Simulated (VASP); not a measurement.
# Co (Fm-3m) in VASP: further runs, part 2 of 3

VASP 6.6.1. The steps go on from the part before.

### Step 3. Single point, RPBE, collinear spin, ferromagnetic start (volume scaled by 0.88)

INCAR reads:

```
SYSTEM = Co
PREC = Accurate ; ENCUT = 520
EDIFF = 1E-7 ; ISMEAR = -1
SIGMA = 0.05 ; LREAL = .FALSE.
LASPH = .TRUE. ; NELM = 150
ALGO = Normal ; ISIF = 2
LWAVE = .FALSE. ; LCHARG = .TRUE.
ISPIN = 2 ; MAGMOM = 1.772
LORBIT = 11 ; LMAXMIX = 4
GGA = RP ; LELF = .TRUE.
LVHAR = .TRUE. ; NBANDS = 14
```

KPOINTS reads:

```
regular mesh
0
G
  17 17 17
  0 0 0
```

POSCAR reads:

```
Co
1.0
    0.0000000000      1.7027585868      1.7027585868
    1.7027585868      0.0000000000      1.7027585868
    1.7027585868      1.7027585868      0.0000000000
Co
1
Direct
    0.0000000000      0.0000000000      0.0000000000
```

Potentials or basis: VASP PAW PBE potentials, release 64 (Co).

Launch:

```bash
cat potpaw_PBE.64/Co/POTCAR > POTCAR
mpirun -np 1 vasp_std > vasp.out
```

OUTCAR:

```text
SYSTEM = Co
   PREC = Accurate
   ENCUT = 520
   EDIFF = 1E-7
   ISMEAR = -1
   LREAL = .FALSE.
   LASPH = .TRUE.
   NELM = 150
   ISIF = 2
   ISPIN = 2
   LORBIT = 11
   GGA = RP

 ion  position               nearest neighbor table
   1  0.000  0.000  0.000-

  LATTYP: Found a face centered cubic cell.
 ALAT       =     3.4055171736

  Lattice vectors:

 A1 = (   0.0000000000,   1.7027585868,   1.7027585868)
 A2 = (   1.7027585868,   0.0000000000,   1.7027585868)
 A3 = (   1.7027585868,   1.7027585868,   0.0000000000)

Analysis of symmetry for initial positions (statically):
=====================================================================
 Subroutine PRICEL returns:
 Original cell was already a primitive cell.

 Routine SETGRP: Setting up the symmetry group for a
 face centered cubic supercell.

 Subroutine GETGRP returns: Found 48 space group operations
 (whereof 48 operations were pure point group operations)
 out of a pool of 48 trial point group operations.

The static configuration has the point symmetry O_h .

Analysis of symmetry for dynamics (positions and initial velocities):
=====================================================================
 Subroutine PRICEL returns:
 Original cell was already a primitive cell.

 Routine SETGRP: Setting up the symmetry group for a
 face centered cubic supercell.

 Subroutine GETGRP returns: Found 48 space group operations
 (whereof 48 operations were pure point group operations)
 out of a pool of 48 trial point group operations.

The dynamic configuration has the point symmetry O_h .

Analysis of structural, dynamic, and magnetic symmetry:
=====================================================================
 Subroutine PRICEL returns:
 Original cell was already a primitive cell.

 Routine SETGRP: Setting up the symmetry group for a
 face centered cubic supercell.

 Subroutine GETGRP returns: Found 48 space group operations
 (whereof 48 operations were pure point group operations)
 out of a pool of 48 trial point group operations.

The overall configuration has the point symmetry O_h .

 Subroutine INISYM returns: Found 48 space group operations
 (whereof 48 operations are pure point group operations),
 and found     1 'primitive' translations

----------------------------------------------------------------------------------------

                                     Primitive cell

  volume of cell :       9.8739

  direct lattice vectors                    reciprocal lattice vectors
     0.000000000  1.702758587  1.702758587    -0.293641156  0.293641156  0.293641156
     1.702758587  0.000000000  1.702758587     0.293641156 -0.293641156  0.293641156
     1.702758587  1.702758587  0.000000000     0.293641156  0.293641156 -0.293641156

  length of vectors
     2.408064287  2.408064287  2.408064287     0.508601402  0.508601402  0.508601402

  position of ions in fractional coordinates (direct lattice)
     0.000000000  0.000000000  0.000000000

  ion indices of the primitive-cell ions
   primitive index   ion index
                 1           1

----------------------------------------------------------------------------------------

 KPOINTS: regular mesh

Automatic generation of k-mesh.
 Grid dimensions read from file:
 generate k-points for:   17   17   17

 Generating k-lattice:

  Cartesian coordinates                     Fractional coordinates (reciprocal lattice)
[... 65 lines left out ...]
   NFREE  =      0    steps in history (QN), initial steepest desc. (CG)
   ISIF   =      2    stress and relaxation
   ISYM   =      2    0-nonsym 1-usesym 2-fastsym
   POTIM  = 0.5000    time-step for ionic-motion
   TEBEG  =    0.0;   TEEND  =   0.0 temperature during run
   PSTRESS=    0.0 pullay stress
   NELECT =       9.0000    total number of electrons
   NUPDOWN=      -1.0000    fix difference up-down
   EMIN   =  10.00;   EMAX   =-10.00  energy-range for DOS
   EFERMI =   0.00;   METHOD = LEGACY
   ISMEAR =    -1;   SIGMA  =   0.05  broadening in eV -4-tet -1-fermi 0-gaus
   EFERMI_NEDOS =   21; number of points for ismear=-14 and -15
   IALGO  =     38    algorithm
   IMIX   =      4    mixing-type and parameters
     AMIX     =   0.40;   BMIX     =  1.00
     AMIX_MAG =   1.60;   BMIX_MAG =  1.00
  volume/ion in A,a.u.               =       9.87        66.63
  Fermi-wavevector in a.u.,A,eV,Ry     =   1.587301  2.999564 34.280206  2.519524
  Thomas-Fermi vector in A             =   2.686479
   LORBIT       =     11    0 simple, 1 ext, 2 COOP (PROOUT), +10 PAW based schemes
   GGA     = RP    functional components
   LHFCALC =     F    Hartree Fock is set to
   AEXX    =    0.0000 exact exchange contribution
   IVDW    =     0    specifies the selected vdW correction
   LEPSILON=     F    determine dielectric tensor
   LRPA    =     F    only Hartree local field effects (RPA)
 spin polarized calculation
  energy-cutoff  :      520.00
  volume of cell :        9.87
 maximum number of plane-waves:       283
 NGX is ok and might be reduce to    18
   NGX =  9   NGY =  9   NGZ =  9

 number of electron       9.0000007 magnetization       1.5711661

 Free energy of the ion-electron system (eV)
  ---------------------------------------------------
  ext. energy  EPLUGINS =         0.00000000
  ---------------------------------------------------
  free energy    TOTEN  =        -6.38667416 eV

  energy without entropy =       -6.37703826  energy(sigma->0) =       -6.38185621

 E-fermi :  11.8905     XC(G=0): -13.8638

 val. band max:       11.8894161609   @ k =  -0.2353   0.1765   0.0000
 cond. band min:      11.8926820435   @ k =  -0.2353   0.3529   0.1176
 fundamental gap:      0.0032658826
 Fermi energy:        11.8905484040

 spin component 1

 k-point     1 :       0.0000    0.0000    0.0000
  band No.  band energies     occupation
      1       2.3336      1.00000
      2       9.0118      1.00000
      3       9.0118      1.00000
      4       9.0118      1.00000
      5      10.2508      1.00000
      6      10.2508      1.00000
      7      35.7182      0.00000
      8      40.8425      0.00000
      9      40.8425      0.00000
     10      40.8425      0.00000
     11      44.5153      0.00000
     12      44.5153      0.00000
     13      44.5153      0.00000
     14      46.5125      0.00000
[... 379 lines left out ...]
      3       9.2191      1.00000
      4       9.2219      1.00000
      5      10.0668      1.00000
      6      10.3149      1.00000
      7      33.3398      0.00000
      8      35.9344      0.00000
      9      39.3468      0.00000
     10      41.5956      0.00000
     11      43.6277      0.00000
     12      44.9428      0.00000
     13      48.1099      0.00000
     14      48.2095      0.00000

 [... further k-points ...]

 spin component 2

 k-point     1 :       0.0000    0.0000    0.0000
  band No.  band energies     occupation
      1       2.3241      1.00000
      2      10.5633      1.00000
      3      10.5633      1.00000
      4      10.5633      1.00000
      5      12.1997      0.00206
      6      12.1997      0.00206
      7      35.3668      0.00000
      8      40.9279      0.00000
      9      40.9279      0.00000
     10      40.9279      0.00000
     11      44.7976      0.00000
     12      44.7976      0.00000
     13      44.7976      0.00000
     14      46.2451      0.00000
[... 379 lines left out ...]
      3      10.7936      1.00000
      4      10.7955      1.00000
      5      11.9781      0.14794
      6      12.2462      0.00081
      7      33.4571      0.00000
      8      35.9434      0.00000
      9      39.4127      0.00000
     10      41.7258      0.00000
     11      43.6130      0.00000
     12      45.1554      0.00000
     13      48.1846      0.00000
     14      50.0386      0.00000

 [... further k-points ...]
[... 5 lines left out ...]
  --------------------------------------------------------------------------------------
  -------------------------------------------------------------------------------------
  Total        1.9755746      1.9755746      1.9755746      0.0000000      0.0000000      0.0000000
  in kB      320.5640270    320.5640270    320.5640270      0.0000000      0.0000000      0.0000000
  external PRESSURE =     320.5640270 kB  Pullay stress =       0.0000000 kB

 VOLUME and BASIS-vectors are now :
 -----------------------------------------------------------------------------
  energy-cutoff  :      520.00
  volume of cell :        9.87
      direct lattice vectors                 reciprocal lattice vectors
     0.000000000  1.702758587  1.702758587    -0.293641156  0.293641156  0.293641156
     1.702758587  0.000000000  1.702758587     0.293641156 -0.293641156  0.293641156
     1.702758587  1.702758587  0.000000000     0.293641156  0.293641156 -0.293641156

 POSITION                                       TOTAL-FORCE (eV/Angst)
 -----------------------------------------------------------------------------------
      0.00000      0.00000      0.00000         0.000000     -0.000000      0.000000
 -----------------------------------------------------------------------------------
    total drift:                               -0.000000     -0.000000     -0.000000

  FREE ENERGIE OF THE ION-ELECTRON SYSTEM (eV)
  ---------------------------------------------------
  free  energy   TOTEN  =        -6.3866741640 eV

  energy  without entropy=       -6.3770382614  energy(sigma->0) =       -6.38185621

 total charge

# of ion       s       p       d       tot
------------------------------------------
    1        0.535   0.612   7.330   8.477

 magnetization (x)

# of ion       s       p       d       tot
------------------------------------------
    1       -0.015  -0.053   1.641   1.573
```

stdout:

```text
POSCAR found type information on POSCAR Co
 POSCAR found :  1 types and       1 ions
 scaLAPACK will be used
 -----------------------------------------------------------------------------
|                                                                             |
|                                                                             |
|     You enforced a specific xc type in the INCAR file but a different       |
|     I HOPE YOU KNOW WHAT YOU ARE DOING!                                     |
|                                                                             |
 -----------------------------------------------------------------------------

 LDA part: xc-table for (Slater+PW92), standard interpolation
 POSCAR, INCAR and KPOINTS ok, starting setup
 FFT: planning ... GRIDC
 FFT: planning ... GRID_SOFT
 FFT: planning ... GRID
 WAVECAR not read
 entering main loop
```

Wall time 43 s (1 thread of Intel Xeon Platinum 8488C (Sapphire Rapids), shared host); peak memory 0.15 GiB.

What came out:

| Item | Value |
| --- | --- |
| Free energy | -6.3867 eV |
| Pressure | 32.1 GPa |
| Net moment | 1.57 μB per cell |
| Site moments | Co +1.57 μB |
| Valence electrons inside the program's atomic spheres | Co 8.48 |

Caveat: the PAW data sets were made with another functional, which shifts forces and pressure a little.

[end of part 2 of 3]
